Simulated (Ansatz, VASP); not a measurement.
TiO2: VASP beside Ansatz

```
Ti O
1.0
     1.46895    0.84810    5.60010
    -1.46895    0.84810    5.60010
     0.00000   -1.69620    5.60010
Ti O
1 2
Direct
  0.00000 0.00000 0.00000
  0.60176 0.60176 0.60176
  0.39824 0.39824 0.39824
```

Alike in both runs: task single point; functional PBE; dispersion D3(BJ); k mesh 9 × 9 × 9; occupations gaussian, width 0.05 eV; no spin polarisation; Hubbard terms Ti d U = 4.0 eV.

```csv
,VASP,Ansatz
version,VASP 6.6.1,Ansatz 0.2.0
potentials or method,"VASP PAW PBE potentials, release 64 (Ti_sv, O), cutoff 520 eV","scalar-relativistic, plane waves, PAW"
valence electrons in the cell,24,24
```

VASP gave:

```
gap on the k mesh at the Fermi level (eV)                     : 2.92
least direct gap on the mesh (eV)                             : 3.25
pressure (GPa)                                                : -2.5
traceless stress, the component that is largest in VASP (GPa) : -12.82
rms of the force components (eV/Å)                            : 0.768
```

Which values does Ansatz return?

gap on the k mesh at the Fermi level (eV): 2.86; least direct gap on the mesh (eV): 3.15; pressure (GPa): -5.5; traceless stress, the component that is largest in VASP (GPa): -12.84; rms of the force components (eV/Å): 0.949.

The programs project onto different local orbitals, so the same U acts differently, and such runs can settle in different states. Atom by atom the forces differ by 0.181 eV/Å (rms over components).
